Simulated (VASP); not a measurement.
# BN (P6_3/mmc) in VASP: notebook

Runs on BN. Level: r2SCAN. Tasks: single point, relaxation of cell and atoms.

Program: VASP 6.6.1. These are calculated values, not measurements. Logs are shortened: lines on timing, memory, paths and dates and some standing lists are left out, and cuts for length are marked.

### 1 The cell of the first run

The structure is hexagonal, space group P6_3/mmc (No. 194). The conventional cell has a = 2.501 Å, b = 2.501 Å, c = 6.886 Å, α = 90.00°, β = 90.00°, γ = 120.00°. Within 1.9 Å of B (site symmetry -6m2) lie 3 N at 1.44 Å. N (site symmetry -6m2) has 3 B at 1.44 Å within 1.9 Å.

### 2 Single point, r2SCAN

POSCAR reads:

```
BN
1.0
    2.5008750334      0.0000000000      0.0000000000
   -1.2504375167      2.1658213106      0.0000000000
    0.0000000000      0.0000000000      6.8856267291
B N
2 2
Direct
    0.3333333333      0.6666666667      0.2500000000
    0.6666666667      0.3333333333      0.7500000000
    0.3333333333      0.6666666667      0.7500000000
    0.6666666667      0.3333333333      0.2500000000
```

INCAR.step1 reads:

```
SYSTEM = BN
PREC = Accurate ; ENCUT = 520
ISMEAR = 0 ; SIGMA = 0.02
LREAL = .False. ; LASPH = .True.
NELM = 100 ; NBANDS = 16
GGA = PE ; ALGO = Normal
EDIFF = 1E-4 ; LWAVE = .True.
LCHARG = .False.
```

INCAR.step2 reads:

```
SYSTEM = BN
PREC = Accurate ; ENCUT = 520
EDIFF = 1E-7 ; ISMEAR = 0
SIGMA = 0.02 ; LREAL = .False.
LASPH = .True. ; NELM = 100
ALGO = Normal ; ISIF = 2
LWAVE = .False. ; LCHARG = .False.
METAGGA = R2SCAN ; LMIXTAU = .True.
NBANDS = 16 ; ISTART = 1
```

KPOINTS reads:

```
Automatic mesh
0
Gamma
  12 12 4
  0 0 0
```

Potentials or basis: VASP PAW PBE potentials, release 64 (B, N).

Started as:

```bash
$ cat potpaw_PBE.64/B/POTCAR potpaw_PBE.64/N/POTCAR > POTCAR
$ cp INCAR.step1 INCAR
$ mpirun -np 1 vasp_std > vasp.out
$ cp INCAR.step2 INCAR
$ mpirun -np 1 vasp_std > vasp.out
```

OUTCAR:

```text
SYSTEM = BN
   PREC = Accurate
   ENCUT = 520
   EDIFF = 1E-7
   ISMEAR = 0
   LREAL = .False.
   LASPH = .True.
   NELM = 100
   ISIF = 2
   METAGGA = R2SCAN
   ISTART = 1

 ion  position               nearest neighbor table
   1  0.333  0.667  0.250-   4 1.44   4 1.44   4 1.44
   2  0.667  0.333  0.750-   3 1.44   3 1.44   3 1.44
   3  0.333  0.667  0.750-   2 1.44   2 1.44   2 1.44
   4  0.667  0.333  0.250-   1 1.44   1 1.44   1 1.44

  LATTYP: Found a hexagonal cell.
 ALAT       =     2.5008750334
 C/A-ratio  =     2.7532870044

  Lattice vectors:

 A1 = (   2.5008750334,   0.0000000000,   0.0000000000)
 A2 = (  -1.2504375167,   2.1658213106,   0.0000000000)
 A3 = (   0.0000000000,   0.0000000000,   6.8856267291)

Analysis of symmetry for initial positions (statically):
=====================================================================
 Subroutine PRICEL returns:
 Original cell was already a primitive cell.

 Routine SETGRP: Setting up the symmetry group for a
 hexagonal supercell.

 Subroutine GETGRP returns: Found 24 space group operations
 (whereof 12 operations were pure point group operations)
 out of a pool of 24 trial point group operations.

The static configuration has the point symmetry D_3d.
 The point group associated with its full space group is D_6h.

Analysis of symmetry for dynamics (positions and initial velocities):
=====================================================================
 Subroutine PRICEL returns:
 Original cell was already a primitive cell.

 Routine SETGRP: Setting up the symmetry group for a
 hexagonal supercell.

 Subroutine GETGRP returns: Found 24 space group operations
 (whereof 12 operations were pure point group operations)
 out of a pool of 24 trial point group operations.

The dynamic configuration has the point symmetry D_3d.
 The point group associated with its full space group is D_6h.

 Subroutine INISYM returns: Found 24 space group operations
 (whereof 12 operations are pure point group operations),
 and found     1 'primitive' translations

----------------------------------------------------------------------------------------

                                     Primitive cell

  volume of cell :      37.2956

  direct lattice vectors                    reciprocal lattice vectors
     2.500875033  0.000000000  0.000000000     0.399860044  0.230859304  0.000000000
    -1.250437517  2.165821311  0.000000000     0.000000000  0.461718608  0.000000000
     0.000000000  0.000000000  6.885626729     0.000000000  0.000000000  0.145230062
[... 92 lines left out ...]
   IBRION =     -1    ionic relax: 0-MD 1-quasi-New 2-CG
   NFREE  =      0    steps in history (QN), initial steepest desc. (CG)
   ISIF   =      2    stress and relaxation
   ISYM   =      2    0-nonsym 1-usesym 2-fastsym
   POTIM  = 0.5000    time-step for ionic-motion
   TEBEG  =    0.0;   TEEND  =   0.0 temperature during run
   PSTRESS=    0.0 pullay stress
   NELECT =      16.0000    total number of electrons
   NUPDOWN=      -1.0000    fix difference up-down
   EMIN   =  10.00;   EMAX   =-10.00  energy-range for DOS
   EFERMI =   0.00;   METHOD = LEGACY
   ISMEAR =     0;   SIGMA  =   0.02  broadening in eV -4-tet -1-fermi 0-gaus
   EFERMI_NEDOS =   21; number of points for ismear=-14 and -15
   IALGO  =     38    algorithm
   IMIX   =      4    mixing-type and parameters
     AMIX     =   0.40;   BMIX     =  1.00
     AMIX_MAG =   1.60;   BMIX_MAG =  1.00
  volume/ion in A,a.u.               =       9.32        62.92
  Fermi-wavevector in a.u.,A,eV,Ry     =   1.234702  2.333248 20.741930  1.524489
  Thomas-Fermi vector in A             =   2.369381
   LORBIT       =      0    0 simple, 1 ext, 2 COOP (PROOUT), +10 PAW based schemes
   METAGGA = R2SCAN    functional components
   LHFCALC =     F    Hartree Fock is set to
   AEXX    =    0.0000 exact exchange contribution
   IVDW    =     0    specifies the selected vdW correction
   LEPSILON=     F    determine dielectric tensor
   LRPA    =     F    only Hartree local field effects (RPA)
 non-spin polarized calculation
 Gauss-broadening in eV      SIGMA  =   0.02
  energy-cutoff  :      520.00
  volume of cell :       37.30
 maximum number of plane-waves:      1034
 NGX is ok and might be reduce to    20
   NGX =  9   NGY =  9   NGZ = 25

 number of electron      16.0000000 magnetization

 Free energy of the ion-electron system (eV)
  ---------------------------------------------------
  ext. energy  EPLUGINS =         0.00000000
  ---------------------------------------------------
  free energy    TOTEN  =       -38.59613917 eV

  energy without entropy =      -38.59613917  energy(sigma->0) =      -38.59613917

 E-fermi :   1.8630     XC(G=0): -10.5009

 val. band max:        1.7407881680   @ k =   0.3333   0.3333   0.5000
 cond. band min:       6.6702197453   @ k =   0.5000   0.0000   0.0000
 fundamental gap:      4.9294315774
 Fermi energy:         1.8630440790

 k-point     1 :       0.0000    0.0000    0.0000
  band No.  band energies     occupation
      1     -17.0431      2.00000
      2     -16.8243      2.00000
      3      -4.5032      2.00000
      4      -2.6723      2.00000
      5       0.3914      2.00000
      6       0.3914      2.00000
[... 433 lines left out ...]
      3      -5.4381      2.00000
      4      -5.3967      2.00000
      5      -1.9614      2.00000
      6      -1.9294      2.00000
[... 8 lines left out ...]
     15      19.3970      0.00000
     16      21.5474      0.00000

 [... further k-points ...]

------------------------ aborting loop because EDIFF is reached ----------------------------------------

  FORCE on cell =-STRESS in cart. coord.  units (eV):
  Direction    XX          YY          ZZ          XY          YZ          ZX
  --------------------------------------------------------------------------------------
  -------------------------------------------------------------------------------------
  Total        0.1661312      0.1661312     -0.0644464     -0.0000000      0.0000000      0.0000000
  in kB        7.1368042      7.1368042     -2.7685438     -0.0000000      0.0000000      0.0000000
  external PRESSURE =       3.8350215 kB  Pullay stress =       0.0000000 kB

 VOLUME and BASIS-vectors are now :
 -----------------------------------------------------------------------------
  energy-cutoff  :      520.00
  volume of cell :       37.30
      direct lattice vectors                 reciprocal lattice vectors
     2.500875033  0.000000000  0.000000000     0.399860044  0.230859304  0.000000000
    -1.250437517  2.165821311  0.000000000     0.000000000  0.461718608  0.000000000
     0.000000000  0.000000000  6.885626729     0.000000000  0.000000000  0.145230062

 POSITION                                       TOTAL-FORCE (eV/Angst)
 -----------------------------------------------------------------------------------
     -0.00000      1.44388      1.72141         0.000000      0.000000      0.000000
      1.25044      0.72194      5.16422         0.000000     -0.000000      0.000000
     -0.00000      1.44388      5.16422        -0.000000      0.000000      0.000000
      1.25044      0.72194      1.72141         0.000000      0.000000      0.000000
 -----------------------------------------------------------------------------------
    total drift:                               -0.000000      0.000000      0.000000

  FREE ENERGIE OF THE ION-ELECTRON SYSTEM (eV)
  ---------------------------------------------------
  free  energy   TOTEN  =       -38.5961391658 eV

  energy  without entropy=      -38.5961391658  energy(sigma->0) =      -38.59613917
```

OUTCAR.step1:

```text
SYSTEM = BN
   PREC = Accurate
   ENCUT = 520
   ISMEAR = 0
   LREAL = .False.
   LASPH = .True.
   NELM = 100
[... 687 lines left out ...]
      1.25044      0.72194      5.16422         0.000000     -0.000000      0.000000
     -0.00000      1.44388      5.16422         0.000000      0.000000      0.000000
      1.25044      0.72194      1.72141         0.000000     -0.000000      0.000000
 -----------------------------------------------------------------------------------
    total drift:                               -0.000000      0.000000      0.000000

  FREE ENERGIE OF THE ION-ELECTRON SYSTEM (eV)
  ---------------------------------------------------
  free  energy   TOTEN  =       -35.1702775197 eV

  energy  without entropy=      -35.1702775197  energy(sigma->0) =      -35.17027752
```

OSZICAR.step1:

```text
N       E                     dE             d eps       ncg     rms          rms(c)
DAV:   1     0.516104645808E+02    0.51610E+02   -0.80069E+03  1832   0.922E+02
DAV:   2    -0.353760097690E+02   -0.86986E+02   -0.77974E+02  2568   0.221E+02
DAV:   3    -0.387814443748E+02   -0.34054E+01   -0.33915E+01  2392   0.434E+01
DAV:   4    -0.388038368549E+02   -0.22392E-01   -0.22388E-01  2264   0.391E+00
DAV:   5    -0.388040597071E+02   -0.22285E-03   -0.22285E-03  2400   0.370E-01    0.113E+01
DAV:   6    -0.355428300430E+02    0.32612E+01   -0.53140E+00  2360   0.176E+01    0.508E+00
DAV:   7    -0.352524687608E+02    0.29036E+00   -0.58619E-01  2416   0.552E+00    0.317E+00
DAV:   8    -0.351738671381E+02    0.78602E-01   -0.24680E-01  2328   0.331E+00    0.483E-01
DAV:   9    -0.351690860390E+02    0.47811E-02   -0.16000E-02  2048   0.103E+00    0.198E-01
DAV:  10    -0.351701419658E+02   -0.10559E-02   -0.13889E-03  2064   0.287E-01    0.353E-02
DAV:  11    -0.351702622947E+02   -0.12033E-03   -0.99675E-05  2000   0.814E-02    0.242E-02
DAV:  12    -0.351702775197E+02   -0.15225E-04   -0.25957E-05  1480   0.397E-02
   1 F= -.35170278E+02 E0= -.35170278E+02  d E =-.724684E-37
```

It took 53 s on 1 thread of Intel Xeon 6975P-C (Granite Rapids), shared host; peak memory 0.17 GiB.

What came out:

```yaml
Free_energy: -38.5961 eV
Pressure: 0.4 GPa
Band_gap_on_the_k_mesh: 4.93 eV (least direct gap 5.37 eV)
```

Caveat: the PAW data sets were made with another functional, which shifts forces and pressure a little. r2SCAN opens gaps a little over a GGA but as a rule still falls short of measured ones.

### 3 Relaxation of cell and atoms, r2SCAN

This run uses another cell than the first one, of 8.97 Å³/atom.

POSCAR reads:

```
BN
1.0
    2.4982400000      0.0000000000      0.0000000000
   -1.2491200000      2.1635393048      0.0000000000
    0.0000000000      0.0000000000      6.6357000000
B N
2 2
Direct
    0.3333333333      0.6666666667      0.2500000000
    0.6666666667      0.3333333333      0.7500000000
    0.3333333333      0.6666666667      0.7500000000
    0.6666666667      0.3333333333      0.2500000000
```

INCAR.step1 reads:

```
SYSTEM = BN
ALGO = Normal ; EDIFF = 1E-4
ENCUT = 600 ; GGA = PE
ISMEAR = 0 ; LASPH = .TRUE.
LCHARG = .FALSE. ; LREAL = .FALSE.
LWAVE = .TRUE. ; NELM = 100
PREC = Accurate ; SIGMA = 0.02
```

INCAR.step2 reads:

```
SYSTEM = BN
ALGO = Normal ; EDIFF = 1E-6
EDIFFG = -0.002 ; ENCUT = 600
IBRION = 2 ; ISIF = 3
ISMEAR = 0 ; ISTART = 1
LASPH = .TRUE. ; LCHARG = .FALSE.
LMIXTAU = .TRUE. ; LREAL = .FALSE.
LWAVE = .FALSE. ; METAGGA = R2SCAN
NELM = 100 ; NSW = 100
PREC = Accurate ; SIGMA = 0.02
```

KPOINTS reads:

```
k-points
0
G
  12 12 4
  0 0 0
```

Potentials or basis: VASP PAW PBE potentials, release 64 (B, N).

Started as:

```bash
$ cat potpaw_PBE.64/B/POTCAR potpaw_PBE.64/N/POTCAR > POTCAR
$ cp INCAR.step1 INCAR
$ mpirun -np 1 vasp_std > vasp.out
$ cp INCAR.step2 INCAR
$ mpirun -np 1 vasp_std > vasp.out
```

Wall time 6.1 min (1 thread of Intel Xeon 6975P-C (Granite Rapids), shared host); peak memory 0.17 GiB.

It converged, with:

| Property | Result |
| --- | --- |
| Free energy | -38.5988 eV |
| Relaxed volume | 9.28 Å³/atom |
| Relaxed cell | a = 2.503 Å, b = 2.503 Å, c = 6.841 Å, α = 90.00°, β = 90.00°, γ = 120.00° |
| Space group after relaxing (to 0.1 Å) | P6_3/mmc (No. 194) |
| Energy gained by relaxing | 0.9 meV/atom |
| Ionic steps | 11 |
| Pressure after relaxing | 0.0 GPa |
| Band gap on the k mesh | 4.92 eV (least direct gap 5.37 eV) |

The path:
```
step  energy change (eV)  largest force (eV/Å)  pressure (GPa)  volume (Å³)
   1              0.0000                0.0000            1.56        35.87
   2              0.0019                0.0000           -2.30        36.32
   3             -0.0009                0.0000            0.17        36.03
   4             -0.0012                0.0000            0.15        36.10
   5             -0.0021                0.0000            0.12        36.32
   6             -0.0032                0.0000            0.06        36.76
   7             -0.0029                0.0000           -0.01        37.63
   8             -0.0034                0.0000            0.02        37.13
   9             -0.0034                0.0000            0.03        37.10
  10             -0.0034                0.0000           -0.22        37.13
  11             -0.0034                0.0000            0.00        37.11
```

Final structure:
```xyz
4
Lattice="2.5026 0.0000 0.0000 -1.2513 2.1673 0.0000 0.0000 0.0000 6.8415" Properties=species:S:1:pos:R:3 pbc="T T T"
B     0.0000    1.4449    1.7104
B     1.2513    0.7224    5.1311
N     0.0000    1.4449    5.1311
N     1.2513    0.7224    1.7104
```

Levels at points of the mesh, in eV from the valence-band top:
| k point | band 4 | band 5 | band 6 | band 7 | band 8 | band 9 | band 10 | band 11 | band 12 |
| --- | --- | --- | --- | --- | --- | --- | --- | --- | --- |
| (0.00, 0.00, 0.00) | -4.37 | -1.35 | -1.35 | -1.32 | -1.32 | 5.43 | 10.67 | 12.32 | 12.32 |
| (0.50, 0.00, 0.00) | -9.21 | -4.29 | -4.24 | -1.36 | -0.50 | 4.92 | 6.21 | 10.20 | 10.70 |
| (0.00, 0.00, 0.50) | -5.41 | -1.34 | -1.34 | -1.34 | -1.34 | 7.76 | 7.76 | 12.38 | 12.38 |
| (0.50, 0.00, 0.50) | -9.24 | -4.26 | -4.26 | -0.92 | -0.92 | 5.36 | 5.36 | 10.63 | 10.63 |

Caveat: the PAW data sets were made with another functional, which shifts forces and pressure a little. Zero-point motion and thermal expansion aren't in these numbers.

### 4 Single point, r2SCAN

POSCAR reads:

```
BN
1.0
    2.5008750334      0.0000000000      0.0000000000
   -1.2504375167      2.1658213106      0.0000000000
    0.0000000000      0.0000000000      6.8856267291
B N
2 2
Direct
    0.3333333333      0.6666666667      0.2500000000
    0.6666666667      0.3333333333      0.7500000000
    0.3333333333      0.6666666667      0.7500000000
    0.6666666667      0.3333333333      0.2500000000
```

INCAR.step1 reads:

```
SYSTEM = BN
ALGO = Normal ; EDIFF = 1E-4
ENCUT = 520 ; GGA = PE
ISMEAR = 0 ; LASPH = .True.
LCHARG = .False. ; LREAL = .False.
LWAVE = .True. ; NBANDS = 16
NELM = 100 ; PREC = Accurate
SIGMA = 0.02
```

INCAR.step2 reads:

```
SYSTEM = BN
ALGO = Normal ; EDIFF = 1E-6
ENCUT = 520 ; ISIF = 2
ISMEAR = 0 ; ISTART = 1
LASPH = .True. ; LCHARG = .True.
LELF = .True. ; LMIXTAU = .True.
LREAL = .False. ; LVHAR = .True.
LWAVE = .False. ; METAGGA = R2SCAN
NBANDS = 16 ; NELM = 100
PREC = Accurate ; SIGMA = 0.02
```

KPOINTS reads:

```
k-points
0
Gamma
  12 12 4
  0 0 0
```

Started as:

```bash
$ cat potpaw_PBE.64/B/POTCAR potpaw_PBE.64/N/POTCAR > POTCAR
$ cp INCAR.step1 INCAR
$ mpirun -np 1 vasp_std > vasp.out
$ cp INCAR.step2 INCAR
$ mpirun -np 1 vasp_std > vasp.out
```

It took 53 s on 1 thread of Intel Xeon 6975P-C (Granite Rapids), shared host; peak memory 0.17 GiB.

Results (log left out):

| Quantity | Value |
| --- | --- |
| Free energy | -38.5961 eV |
| Pressure | 0.4 GPa |
| Band gap on the k mesh | 4.93 eV (least direct gap 5.37 eV) |

Stress tensor (GPa, compression positive):
```
 0.71  0.00  0.00
 0.00  0.71  0.00
 0.00  0.00 -0.28
```

Levels at points of the mesh, in eV from the valence-band top:
| k point | band 4 | band 5 | band 6 | band 7 | band 8 | band 9 | band 10 | band 11 | band 12 | band 13 |
| --- | --- | --- | --- | --- | --- | --- | --- | --- | --- | --- |
| (0.00, 0.00, 0.00) | -4.41 | -1.35 | -1.35 | -1.32 | -1.32 | 5.39 | 10.59 | 12.34 | 12.34 | 12.44 |
| (0.50, 0.00, 0.00) | -9.22 | -4.29 | -4.24 | -1.34 | -0.51 | 4.93 | 6.19 | 10.21 | 10.73 | 13.12 |
| (0.00, 0.00, 0.50) | -5.43 | -1.34 | -1.34 | -1.34 | -1.34 | 7.68 | 7.68 | 12.39 | 12.39 | 12.39 |
| (0.50, 0.00, 0.50) | -9.25 | -4.27 | -4.27 | -0.92 | -0.92 | 5.36 | 5.36 | 10.65 | 10.65 | 14.11 |

Caveat: the PAW data sets were made with another functional, which shifts forces and pressure a little. A k mesh can miss the band edges.
